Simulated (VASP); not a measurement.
Here is a VASP 6.6.1 calculation.

File INCAR:

```
PREC = Accurate
ENCUT = 520
EDIFF = 1E-6
ISMEAR = 0
SIGMA = 0.02
LREAL = F
LASPH = T
NELM = 80
ALGO = Normal
ISIF = 2
LWAVE = F
LCHARG = F
GGA = PE
NBANDS = 61
```

File KPOINTS:

```
Automatic mesh
0
Gamma
  8 8 2
```

Contents of POSCAR:

```
MgZn5O6
1.0
    3.2708702000      0.0000000000      0.0000000000
    0.0000000000      3.2708702000      0.0000000000
    0.0000000000      0.0000000000     13.7851637000
Mg Zn O
1 5 6
Direct
    0.0000000000      0.0000000000      0.5000000000
    0.0000000000      0.0000000000      0.8328970000
    0.5000000000      0.5000000000      0.0000000000
    0.0000000000      0.0000000000      0.1671030000
    0.5000000000      0.5000000000      0.3343060000
    0.5000000000      0.5000000000      0.6656940000
    0.5000000000      0.0000000000      0.0835540000
    0.0000000000      0.5000000000      0.2506190000
    0.5000000000      0.0000000000      0.4183920000
    0.0000000000      0.5000000000      0.5816080000
    0.5000000000      0.0000000000      0.7493810000
    0.0000000000      0.5000000000      0.9164460000
```

Potentials or basis: VASP PAW PBE potentials, release 64 (Mg, Zn, O).

Command:

```bash
$ cat potpaw_PBE.64/Mg/POTCAR potpaw_PBE.64/Zn/POTCAR potpaw_PBE.64/O/POTCAR > POTCAR
$ mpirun -np 1 vasp_std > vasp.out
```

Task: Estimate the largest force.

Result: 0.076 eV/Å.

Task: What does it give for the pressure?

Result: 0.6 GPa.

Forces in eV/Å, atoms in the order of the input:
```
Mg   0.000  0.000  0.000
Zn   0.000  0.000 -0.001
Zn   0.000  0.000  0.000
Zn   0.000  0.000  0.001
Zn   0.000  0.000  0.007
Zn   0.000  0.000 -0.007
O    0.000  0.000  0.000
O    0.000  0.000  0.000
O    0.000  0.000  0.076
O    0.000  0.000 -0.076
O    0.000  0.000  0.000
O    0.000  0.000  0.000
```
